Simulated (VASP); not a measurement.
# Sr (I4/mmm) in VASP: single point with r2SCAN

Aim: the single point of Sr with r2SCAN.

All numbers are computed with VASP 6.6.1; they aren't measurements. Logs are shortened: lines on timing, memory, paths and dates and some standing lists are left out, and cuts for length are marked.

## Step 1: The cell of the first run

Symmetry: I4/mmm, No. 139, tetragonal system. Conventional cell: a = 5.044 Å, b = 5.044 Å, c = 4.850 Å, α = 90.00°, β = 90.00°, γ = 90.00°. Within 5.7 Å of Sr (site symmetry 4/mmm) lie 14 Sr at 4.31 to 5.04 Å.

## Step 2: Single point, r2SCAN (strain +0.040 along x and y, +0.000 along z)

File POSCAR:

```
Sr
1.0
   -2.5220000000      2.5220000000      2.4250000000
    2.5220000000     -2.5220000000      2.4250000000
    2.5220000000      2.5220000000     -2.4250000000
Sr
1
Direct
    0.0000000000      0.0000000000      0.0000000000
```

File INCAR.step1:

```
SYSTEM = Sr
PREC = Accurate
ENCUT = 520
ISMEAR = 0
SIGMA = 0.15
LREAL = .False.
LASPH = .True.
NELM = 100
NBANDS = 11
GGA = PE
ALGO = Normal
EDIFF = 1E-4
LWAVE = .True.
LCHARG = .False.
```

File INCAR.step2:

```
SYSTEM = Sr
PREC = Accurate
ENCUT = 520
EDIFF = 1E-6
ISMEAR = 0
SIGMA = 0.15
LREAL = .False.
LASPH = .True.
NELM = 100
ALGO = Normal
ISIF = 2
LWAVE = .False.
LCHARG = .True.
METAGGA = R2SCAN
LMIXTAU = .True.
LELF = .True.
LVHAR = .True.
NBANDS = 11
ISTART = 1
```

File KPOINTS:

```
Automatic mesh
0
Gamma
  14 14 14
  0 0 0
```

Potentials or basis: VASP PAW PBE potentials, release 64 (Sr_sv).

The run is started by

```console
$ cat potpaw_PBE.64/Sr_sv/POTCAR > POTCAR
$ cp INCAR.step1 INCAR
$ mpirun -np 1 vasp_std > vasp.out
$ cp INCAR.step2 INCAR
$ mpirun -np 1 vasp_std > vasp.out
```

OUTCAR:

```text
SYSTEM = Sr
   PREC = Accurate
   ENCUT = 520
   EDIFF = 1E-6
   ISMEAR = 0
   LREAL = .False.
   LASPH = .True.
   NELM = 100
   ISIF = 2
   METAGGA = R2SCAN
   ISTART = 1

 ion  position               nearest neighbor table
   1  0.000  0.000  0.000-

  LATTYP: Found a body centered tetragonal cell.
 ALAT       =     5.0440000000
 C/A-ratio  =     0.9615384615

  Lattice vectors:

 A1 = (  -2.5220000000,   2.5220000000,   2.4250000000)
 A2 = (   2.5220000000,  -2.5220000000,   2.4250000000)
 A3 = (   2.5220000000,   2.5220000000,  -2.4250000000)

Analysis of symmetry for initial positions (statically):
=====================================================================
 Subroutine PRICEL returns:
 Original cell was already a primitive cell.

 Routine SETGRP: Setting up the symmetry group for a
 body centered tetragonal supercell.

 Subroutine GETGRP returns: Found 16 space group operations
 (whereof 16 operations were pure point group operations)
 out of a pool of 16 trial point group operations.

The static configuration has the point symmetry D_4h.

Analysis of symmetry for dynamics (positions and initial velocities):
=====================================================================
 Subroutine PRICEL returns:
 Original cell was already a primitive cell.

 Routine SETGRP: Setting up the symmetry group for a
 body centered tetragonal supercell.

 Subroutine GETGRP returns: Found 16 space group operations
 (whereof 16 operations were pure point group operations)
 out of a pool of 16 trial point group operations.

The dynamic configuration has the point symmetry D_4h.

 Subroutine INISYM returns: Found 16 space group operations
 (whereof 16 operations are pure point group operations),
 and found     1 'primitive' translations

----------------------------------------------------------------------------------------

                                     Primitive cell

  volume of cell :      61.6967

  direct lattice vectors                    reciprocal lattice vectors
    -2.522000000  2.522000000  2.425000000     0.000000000  0.198255353  0.206185567
     2.522000000 -2.522000000  2.425000000     0.198255353  0.000000000  0.206185567
     2.522000000  2.522000000 -2.425000000     0.198255353  0.198255353  0.000000000

  length of vectors
     4.312956411  4.312956411  4.312956411     0.286037887  0.286037887  0.280375409

  position of ions in fractional coordinates (direct lattice)
     0.000000000  0.000000000  0.000000000

  ion indices of the primitive-cell ions
   primitive index   ion index
                 1           1

----------------------------------------------------------------------------------------

 KPOINTS: Automatic mesh

Automatic generation of k-mesh.
 Grid dimensions read from file:
 generate k-points for:   14   14   14

 Generating k-lattice:

  Cartesian coordinates                     Fractional coordinates (reciprocal lattice)
     0.000000000  0.014161097  0.014727541     0.071428571  0.000000000  0.000000000
     0.014161097  0.000000000  0.014727541     0.000000000  0.071428571  0.000000000
     0.014161097  0.014161097  0.000000000     0.000000000  0.000000000  0.071428571

  Length of vectors
     0.020431278  0.020431278  0.020026815

  Shift w.r.t. Gamma in fractional coordinates (k-lattice)
     0.000000000  0.000000000  0.000000000

 Subroutine IBZKPT returns following result:
 ===========================================

 Found    244 irreducible k-points:

 Following reciprocal coordinates:
            Coordinates               Weight
  0.000000  0.000000  0.000000      1.000000
  0.071429 -0.000000  0.000000      8.000000
  0.142857 -0.000000  0.000000      8.000000
  0.214286 -0.000000  0.000000      8.000000
  0.285714 -0.000000  0.000000      8.000000
  0.357143 -0.000000  0.000000      8.000000
[... 16 lines left out ...]
  0.214286  0.142857  0.000000     16.000000
  0.285714  0.142857  0.000000     16.000000
 [... further k-points ...]
   k-points           NKPTS =    244   k-points in BZ     NKDIM =    244   number of bands    NBANDS=     11
   number of dos      NEDOS =    301   number of ions     NIONS =      1
   total plane-waves  NPLWV =  32768
   dimension x,y,z NGX =    32 NGY =   32 NGZ =   32
   dimension x,y,z NGXF=    64 NGYF=   64 NGZF=   64
   ions per type =               1
   NGX,Y,Z   is equivalent  to a cutoff of  12.33, 12.33, 12.33 a.u.
   NGXF,Y,Z  is equivalent  to a cutoff of  24.67, 24.67, 24.67 a.u.
 SYSTEM =  Sr
   PREC   = accura    normal or accurate (medium, high low for compatibility)
   ISTART =      1    job   : 0-new  1-cont  2-samecut
   ICHARG =      0    charge: 1-file 2-atom 10-const
   ISPIN  =      1    spin polarized calculation?
   LNONCOLLINEAR =      F non collinear calculations
   LSORBIT =      F    spin-orbit coupling
   LASPH  =      T    aspherical Exc in radial PAW
   ENCUT  =  520.0 eV  38.22 Ry    6.18 a.u.   8.02  8.02  8.02*2*pi/ulx,y,z
   NELM   =    100;   NELMIN=  2; NELMDL=  0     # of ELM steps
   EDIFF  = 0.1E-05   stopping-criterion for ELM
   LREAL  =      F    real-space projection
   EDIFFG = 0.1E-04   stopping-criterion for IOM
   NSW    =      0    number of steps for IOM
   IBRION =     -1    ionic relax: 0-MD 1-quasi-New 2-CG
   NFREE  =      0    steps in history (QN), initial steepest desc. (CG)
   ISIF   =      2    stress and relaxation
   ISYM   =      2    0-nonsym 1-usesym 2-fastsym
   POTIM  = 0.5000    time-step for ionic-motion
   TEBEG  =    0.0;   TEEND  =   0.0 temperature during run
   PSTRESS=    0.0 pullay stress
   NELECT =      10.0000    total number of electrons
   NUPDOWN=      -1.0000    fix difference up-down
   EMIN   =  10.00;   EMAX   =-10.00  energy-range for DOS
   EFERMI =   0.00;   METHOD = LEGACY
   ISMEAR =     0;   SIGMA  =   0.15  broadening in eV -4-tet -1-fermi 0-gaus
   EFERMI_NEDOS =   21; number of points for ismear=-14 and -15
   IALGO  =     38    algorithm
   IMIX   =      4    mixing-type and parameters
     AMIX     =   0.40;   BMIX     =  1.00
     AMIX_MAG =   1.60;   BMIX_MAG =  1.00
  volume/ion in A,a.u.               =      61.70       416.35
  Fermi-wavevector in a.u.,A,eV,Ry     =   0.892594  1.686759 10.840101  0.796725
  Thomas-Fermi vector in A             =   2.014564
   LORBIT       =      0    0 simple, 1 ext, 2 COOP (PROOUT), +10 PAW based schemes
   METAGGA = R2SCAN    functional components
   LHFCALC =     F    Hartree Fock is set to
   AEXX    =    0.0000 exact exchange contribution
   IVDW    =     0    specifies the selected vdW correction
   LEPSILON=     F    determine dielectric tensor
   LRPA    =     F    only Hartree local field effects (RPA)
 non-spin polarized calculation
 Gauss-broadening in eV      SIGMA  =   0.15
  energy-cutoff  :      520.00
  volume of cell :       61.70
 maximum number of plane-waves:      1693
   NGX = 15   NGY = 15   NGZ = 15

 number of electron      10.0000000 magnetization

 Free energy of the ion-electron system (eV)
  ---------------------------------------------------
  ext. energy  EPLUGINS =         0.00000000
  ---------------------------------------------------
  free energy    TOTEN  =       -15.08000869 eV

  energy without entropy =      -15.06196351  energy(sigma->0) =      -15.07098610

 E-fermi :   1.2429     XC(G=0):  -7.4320

 val. band max:        1.2418553465   @ k =   0.5000   0.5000   0.4286
 cond. band min:       1.2464514514   @ k =   0.5000   0.5000   0.2857
 fundamental gap:      0.0045961049
 Fermi energy:         1.2429201417

 k-point     1 :       0.0000    0.0000    0.0000
  band No.  band energies     occupation
      1     -37.0378      2.00000
      2     -18.3115      2.00000
      3     -18.3070      2.00000
      4     -18.3070      2.00000
      5      -2.4237      2.00000
      6       3.6839      0.00000
      7       3.9037      0.00000
      8       3.9037      0.00000
      9       4.9100      0.00000
     10       5.2140      0.00000
     11       9.2767      0.00000

 k-point     2 :       0.0714   -0.0000    0.0000
  band No.  band energies     occupation
      1     -37.0373      2.00000
      2     -18.3169      2.00000
      3     -18.3094      2.00000
      4     -18.3086      2.00000
      5      -2.3399      2.00000
      6       3.6612      0.00000
      7       3.8419      0.00000
      8       3.9207      0.00000
      9       4.8792      0.00000
     10       5.1270      0.00000
     11       9.4348      0.00000

 k-point     3 :       0.1429   -0.0000    0.0000
  band No.  band energies     occupation
      1     -37.0359      2.00000
      2     -18.3357      2.00000
      3     -18.3159      2.00000
      4     -18.3093      2.00000
      5      -2.0932      2.00000
      6       3.4898      0.00000
      7       3.5877      0.00000
      8       4.1093      0.00000
      9       4.8217      0.00000
     10       5.0391      0.00000
     11       9.6006      0.00000

 k-point     4 :       0.2143   -0.0000    0.0000
  band No.  band energies     occupation
      1     -37.0340      2.00000
      2     -18.3632      2.00000
      3     -18.3254      2.00000
      4     -18.3097      2.00000
      5      -1.6978      2.00000
      6       3.1286      0.00000
      7       3.2342      0.00000
      8       4.4730      0.00000
      9       4.8618      0.00000
     10       5.0443      0.00000
     11       9.2510      0.00000
[... 239 lines left out ...]
 k-point    22 :       0.1429    0.1429    0.0000
  band No.  band energies     occupation
      1     -37.0329      2.00000
      2     -18.3763      2.00000
      3     -18.3256      2.00000
      4     -18.3168      2.00000
      5      -1.4556      2.00000
      6       2.9656      0.00000
      7       3.0573      0.00000
      8       4.6500      0.00000
      9       4.6764      0.00000
     10       5.2896      0.00000
     11       9.0733      0.00000

 k-point    23 :       0.2143    0.1429    0.0000
  band No.  band energies     occupation
      1     -37.0310      2.00000
      2     -18.3998      2.00000
      3     -18.3371      2.00000
      4     -18.3188      2.00000
      5      -0.9435      2.00000
      6       2.5193      0.00000
      7       2.8130      0.00000
      8       4.6990      0.00000
      9       5.1065      0.00000
     10       5.4680      0.00000
     11       8.1184      0.00000

 k-point    24 :       0.2857    0.1429    0.0000
  band No.  band energies     occupation
      1     -37.0292      2.00000
      2     -18.4197      2.00000
      3     -18.3493      2.00000
      4     -18.3195      2.00000
      5      -0.3491      2.00000
      6       2.0507      0.00000
      7       2.6220      0.00000
      8       4.7720      0.00000
      9       5.5567      0.00000
     10       5.6431      0.00000
     11       7.3501      0.00000

 [... further k-points ...]

------------------------ aborting loop because EDIFF is reached ----------------------------------------

  FORCE on cell =-STRESS in cart. coord.  units (eV):
  Direction    XX          YY          ZZ          XY          YZ          ZX
  --------------------------------------------------------------------------------------
  -------------------------------------------------------------------------------------
  Total       -0.3500001     -0.3500001     -0.3452560      0.0000000      0.0000000      0.0000000
  in kB       -9.0890148     -9.0890148     -8.9658168      0.0000000      0.0000000      0.0000000
  external PRESSURE =      -9.0479488 kB  Pullay stress =       0.0000000 kB

 VOLUME and BASIS-vectors are now :
 -----------------------------------------------------------------------------
  energy-cutoff  :      520.00
  volume of cell :       61.70
      direct lattice vectors                 reciprocal lattice vectors
    -2.522000000  2.522000000  2.425000000     0.000000000  0.198255353  0.206185567
     2.522000000 -2.522000000  2.425000000     0.198255353  0.000000000  0.206185567
     2.522000000  2.522000000 -2.425000000     0.198255353  0.198255353  0.000000000

 POSITION                                       TOTAL-FORCE (eV/Angst)
 -----------------------------------------------------------------------------------
      0.00000      0.00000      0.00000         0.000000      0.000000      0.000000
 -----------------------------------------------------------------------------------
    total drift:                               -0.000000      0.000000      0.000000

  FREE ENERGIE OF THE ION-ELECTRON SYSTEM (eV)
  ---------------------------------------------------
  free  energy   TOTEN  =       -15.0800086904 eV

  energy  without entropy=      -15.0619635091  energy(sigma->0) =      -15.07098610
```

It took 5.7 min on 1 thread of Intel Xeon 8259CL, shared host; peak memory 0.31 GiB.

Results:

- Free energy: -15.0800 eV
- Pressure: -0.9 GPa
- Band gap on the k mesh: zero (bands 5 and 6 overlap by 0.32 eV)

Caveat: the cell differs from its parent crystal (strain +0.040 along x and y, +0.000 along z); the PAW data sets were made with another functional, which shifts forces and pressure a little.
